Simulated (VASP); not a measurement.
Write the native input for VASP 6.6.1 that does the following.

```
Task                   : single point
Functional             : PBE
Potentials or basis    : VASP PAW PBE potentials, release 64 (Ti_sv, Al)
Cutoff                 : 520 eV
k mesh                 : 18 × 18 × 10
Occupations            : gaussian, width 0.15 eV
Spin                   : no spin polarisation
Dipole correction      : no
Further INCAR settings : ALGO = Normal; EDIFF = 1e-07; NBANDS = 14
```

The structure of TiAl lies in POSCAR:

```
TiAl
1.0
    2.8450000000      0.0000000000      0.0000000000
   -1.4225000000      2.4638422738      0.0000000000
    0.0000000000      0.0000000000      4.2301000000
Ti Al
1 1
Direct
    0.0000000000      0.0000000000      0.0000000000
    0.3333333333      0.6666666667      0.5000000000
```

The input as run:

INCAR

```
SYSTEM = TiAl
PREC     = Accurate       ! precision mode
ENCUT    = 520            ! plane-wave cutoff, eV
EDIFF    = 1E-7           ! SCF threshold, eV
ISMEAR   = 0              ! smearing method
SIGMA    = 0.15           ! smearing width, eV
LREAL    = .False.        ! projectors in reciprocal space
LASPH    = .True.         ! aspherical terms in the spheres
NELM     = 80             ! most SCF steps
ALGO     = Normal         ! electronic algorithm
ISIF     = 2              ! what is computed and relaxed
LWAVE    = .False.        ! write WAVECAR
LCHARG   = .False.        ! write CHGCAR
GGA      = PE             ! functional
NBANDS   = 14             ! bands
```

KPOINTS

```
Automatic mesh
0
Gamma
  18 18 10
  0 0 0
```

Potentials or basis: VASP PAW PBE potentials, release 64 (Ti_sv, Al).

Command:

```sh
$ cat potpaw_PBE.64/Ti_sv/POTCAR potpaw_PBE.64/Al/POTCAR > POTCAR
$ mpirun -np 1 vasp_std > vasp.out
```

Results of the run:

```yaml
Pressure: 18.0 GPa
Band_gap_on_the_k_mesh: zero (an odd number of electrons rules out a gap without spin polarisation)
```

Caveat: the stress differs along the axes, from 13 to 29 GPa.

Wall time 110 s on 1 thread of Intel Xeon 8259CL (shared host), peak memory 0.22 GiB.
